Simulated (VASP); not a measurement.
# Sb (P2_1/m) in VASP: single point with PBE

Aim: the single point of Sb with PBE.

Program: VASP 6.6.1. These are calculated values, not measurements. Logs are shortened: lines on timing, memory, paths and dates and some standing lists are left out, and cuts for length are marked.

### Step 1. The cell of the first run

The structure is monoclinic, space group P2_1/m (No. 11). The conventional cell has a = 3.122 Å, b = 4.348 Å, c = 4.406 Å, α = 90.00°, β = 90.51°, γ = 90.00°. Sb (site symmetry m) has 6 Sb at 3.04 to 3.15 Å within 4.0 Å.

### Step 2. Single point, PBE, collinear spin

INCAR reads:

```
SYSTEM = Sb
PREC     = Accurate       ! precision mode
ENCUT    = 500            ! plane-wave cutoff, eV
EDIFF    = 1E-6           ! SCF threshold, eV
ISMEAR   = 0              ! smearing method
SIGMA    = 0.1            ! smearing width, eV
LREAL    = .FALSE.        ! projectors in reciprocal space
LASPH    = .TRUE.         ! aspherical terms in the spheres
NELM     = 200            ! most SCF steps
ALGO     = Normal         ! electronic algorithm
ISIF     = 2              ! what is computed and relaxed
LWAVE    = .FALSE.        ! write WAVECAR
LCHARG   = .FALSE.        ! write CHGCAR
ISPIN    = 2              ! spin polarisation
MAGMOM   = 0.2 0.2        ! initial moments
LORBIT   = 11             ! projections on sites
GGA      = PE             ! functional
NBANDS   = 26             ! bands
GGA_COMPAT= .FALSE.
```

KPOINTS reads:

```
Automatic mesh
0
G
  1 1 3
  0 0 0
```

POSCAR reads:

```
Sb
1.0
    3.1224020000      0.0000000000      0.0000000000
    0.0000000000      4.3475180000      0.0000000000
   -0.0389150000      0.0000000000      4.4058520000
Sb
2
Direct
    0.9886110000      0.7500000000      0.7588340000
    0.0113890000      0.2500000000      0.2411660000
```

Potentials or basis: VASP PAW PBE potentials, release 64 (Sb_d_GW).

On the command line:

```bash
cat potpaw_PBE.64/Sb_d_GW/POTCAR > POTCAR
mpirun -np 1 vasp_std > vasp.out
```

OUTCAR:

```text
SYSTEM = Sb
   PREC = Accurate
   ENCUT = 500
   EDIFF = 1E-6
   ISMEAR = 0
   LREAL = .FALSE.
   LASPH = .TRUE.
   NELM = 200
   ISIF = 2
   ISPIN = 2
   LORBIT = 11
   GGA = PE

 ion  position               nearest neighbor table
   1  0.989  0.750  0.759-   2 3.04   2 3.04   2 3.15   2 3.15
   2  0.011  0.250  0.241-   1 3.04   1 3.04   1 3.15   1 3.15

  LATTYP: Found a simple monoclinic cell.
 ALAT       =     3.1224020000
 B/A-ratio  =     1.3923633152
 C/A-ratio  =     1.4111007668
 COS(beta)  =    -0.0088322263

  Lattice vectors:

 A1 = (   3.1224020000,   0.0000000000,   0.0000000000)
 A2 = (   0.0000000000,   4.3475180000,   0.0000000000)
 A3 = (  -0.0389150000,   0.0000000000,   4.4058520000)

Analysis of symmetry for initial positions (statically):
=====================================================================
 Subroutine PRICEL returns:
 Original cell was already a primitive cell.

 Routine SETGRP: Setting up the symmetry group for a
 simple monoclinic supercell.

 Subroutine GETGRP returns: Found  4 space group operations
 (whereof  2 operations were pure point group operations)
 out of a pool of  4 trial point group operations.

The static configuration has the point symmetry S_2 .
 The point group associated with its full space group is C_2h.

Analysis of symmetry for dynamics (positions and initial velocities):
=====================================================================
 Subroutine PRICEL returns:
 Original cell was already a primitive cell.

 Routine SETGRP: Setting up the symmetry group for a
 simple monoclinic supercell.

 Subroutine GETGRP returns: Found  4 space group operations
 (whereof  2 operations were pure point group operations)
 out of a pool of  4 trial point group operations.

The dynamic configuration has the point symmetry S_2 .
 The point group associated with its full space group is C_2h.

Analysis of structural, dynamic, and magnetic symmetry:
=====================================================================
 Subroutine PRICEL returns:
 Original cell was already a primitive cell.

 Routine SETGRP: Setting up the symmetry group for a
 simple monoclinic supercell.

 Subroutine GETGRP returns: Found  4 space group operations
 (whereof  2 operations were pure point group operations)
 out of a pool of  4 trial point group operations.

[... 97 lines left out ...]
     AMIX     =   0.40;   BMIX     =  1.00
     AMIX_MAG =   1.60;   BMIX_MAG =  1.00
  volume/ion in A,a.u.               =      29.90       201.80
  Fermi-wavevector in a.u.,A,eV,Ry     =   1.300754  2.458069 23.020531  1.691961
  Thomas-Fermi vector in A             =   2.431932
   LORBIT       =     11    0 simple, 1 ext, 2 COOP (PROOUT), +10 PAW based schemes
   GGA     = PE    functional components
   LHFCALC =     F    Hartree Fock is set to
   AEXX    =    0.0000 exact exchange contribution
   IVDW    =     0    specifies the selected vdW correction
   LEPSILON=     F    determine dielectric tensor
   LRPA    =     F    only Hartree local field effects (RPA)
 spin polarized calculation
 Gauss-broadening in eV      SIGMA  =   0.10
  energy-cutoff  :      500.00
  volume of cell :       59.81
 maximum number of plane-waves:      1515
 NGX is ok and might be reduce to    24
   NGX = 11   NGY = 15   NGZ = 17

 number of electron      30.0000020 magnetization       0.6664818

 Free energy of the ion-electron system (eV)
  ---------------------------------------------------
  ext. energy  EPLUGINS =         0.00000000
  ---------------------------------------------------
  free energy    TOTEN  =        -7.25912033 eV

  energy without entropy =       -7.25908562  energy(sigma->0) =       -7.25910298

 E-fermi :   5.8476     XC(G=0):  -9.9950

 val. band max:        5.5731928866   @ k =   0.0000   0.0000   0.3333
 cond. band min:       6.1124085722   @ k =   0.0000   0.0000   0.3333
 fundamental gap:      0.5392156857
 Fermi energy:         5.8475516369

 spin component 1

 k-point     1 :       0.0000    0.0000    0.0000
  band No.  band energies     occupation
      1     -24.5177      1.00000
      2     -24.4409      1.00000
      3     -24.3150      1.00000
      4     -24.2741      1.00000
      5     -24.1847      1.00000
      6     -24.1444      1.00000
[... 47 lines left out ...]
     25      19.0273      0.00000
     26      19.3279      0.00000
 Fermi energy:         5.8475516369

 spin component 2

 k-point     1 :       0.0000    0.0000    0.0000
  band No.  band energies     occupation
      1     -24.4750      1.00000
      2     -24.3981      1.00000
      3     -24.2538      1.00000
      4     -24.2135      1.00000
      5     -24.1684      1.00000
      6     -24.1282      1.00000
[... 47 lines left out ...]
     25      19.1067      0.00000
     26      19.9398      0.00000

------------------------ aborting loop because EDIFF is reached ----------------------------------------

  FORCE on cell =-STRESS in cart. coord.  units (eV):
  Direction    XX          YY          ZZ          XY          YZ          ZX
  --------------------------------------------------------------------------------------
  -------------------------------------------------------------------------------------
  Total      -41.3752788     31.3071704      5.5263893      0.0000000      0.0000000      0.0104855
  in kB    -1108.3869547    838.6761440    148.0443879      0.0000000      0.0000000      0.2808930
  external PRESSURE =     -40.5554743 kB  Pullay stress =       0.0000000 kB

 VOLUME and BASIS-vectors are now :
 -----------------------------------------------------------------------------
  energy-cutoff  :      500.00
  volume of cell :       59.81
      direct lattice vectors                 reciprocal lattice vectors
     3.122402000  0.000000000  0.000000000     0.320266257  0.000000000  0.002828774
     0.000000000  4.347518000  0.000000000     0.000000000  0.230016299  0.000000000
    -0.038915000  0.000000000  4.405852000     0.000000000  0.000000000  0.226970856

 POSITION                                       TOTAL-FORCE (eV/Angst)
 -----------------------------------------------------------------------------------
      3.05731      3.26064      3.34331        -0.030815      0.000000     -0.721088
      0.02618      1.08688      1.06254         0.030815     -0.000000      0.721088
 -----------------------------------------------------------------------------------
    total drift:                                0.000000      0.000000     -0.000000

  FREE ENERGIE OF THE ION-ELECTRON SYSTEM (eV)
  ---------------------------------------------------
  free  energy   TOTEN  =        -7.2591203326 eV

  energy  without entropy=       -7.2590856205  energy(sigma->0) =       -7.25910298

 total charge

# of ion       s       p       d       f       tot
--------------------------------------------------
    1        1.302   1.293  10.022   0.011  12.628
    2        1.302   1.293  10.022   0.011  12.628
--------------------------------------------------
tot          2.604   2.585  20.045   0.022  25.257

 magnetization (x)

# of ion       s       p       d       f       tot
--------------------------------------------------
    1        0.032   0.125   0.011   0.003   0.171
    2        0.032   0.125   0.011   0.003   0.171
--------------------------------------------------
tot          0.065   0.250   0.023   0.005   0.343
```

OSZICAR:

```text
N       E                     dE             d eps       ncg     rms          rms(c)
DAV:   1     0.223174320509E+03    0.22317E+03   -0.86170E+03   310   0.109E+04
DAV:   2     0.271280427540E+02   -0.19605E+03   -0.18769E+03   386   0.138E+03
DAV:   3    -0.512688598238E+01   -0.32255E+02   -0.31894E+02   406   0.228E+02
DAV:   4    -0.733432841911E+01   -0.22074E+01   -0.22039E+01   386   0.517E+01
DAV:   5    -0.738225018746E+01   -0.47922E-01   -0.47906E-01   352   0.631E+00    0.573E+00
DAV:   6    -0.727742194379E+01    0.10483E+00   -0.10416E-01   382   0.117E+01    0.345E+00
DAV:   7    -0.724705965221E+01    0.30362E-01   -0.19935E-01   384   0.792E+00    0.144E+00
DAV:   8    -0.725622812250E+01   -0.91685E-02   -0.18433E-02   384   0.174E+00    0.339E-01
DAV:   9    -0.725902611845E+01   -0.27980E-02   -0.36305E-03   368   0.108E+00    0.158E-01
DAV:  10    -0.725891902914E+01    0.10709E-03   -0.36884E-04   344   0.518E-01    0.672E-02
DAV:  11    -0.725911487556E+01   -0.19585E-03   -0.18530E-04   368   0.315E-01    0.240E-02
DAV:  12    -0.725911842226E+01   -0.35467E-05   -0.17513E-05   320   0.131E-01    0.798E-03
DAV:  13    -0.725911968537E+01   -0.12631E-05   -0.30913E-06   248   0.567E-02    0.409E-03
DAV:  14    -0.725912033263E+01   -0.64726E-06   -0.97648E-07   248   0.222E-02
   1 F= -.72591203E+01 E0= -.72591030E+01  d E =-.347121E-04  mag=     0.6663
```

Run time: 18 s. Hardware: 1 thread of AMD EPYC 7R43 (Zen 3), shared host; peak memory 0.14 GiB.

What came out:

- Free energy: -7.2591 eV
- Pressure: -4.1 GPa
- Largest force: 0.722 eV/Å
- Net moment: 0.67 μB per cell
- Site moments: Sb +0.17 μB
- Valence electrons inside the program's atomic spheres: Sb 12.63

Forces on the atoms (eV/Å):
```
Sb  -0.031  0.000 -0.721
Sb   0.031  0.000  0.721
```

Caveat: the k points lie up to 2.01 Å⁻¹ apart, too coarse for converged energies, forces and pressures; spin-orbit coupling is left out, which moves the levels of the heavy elements.
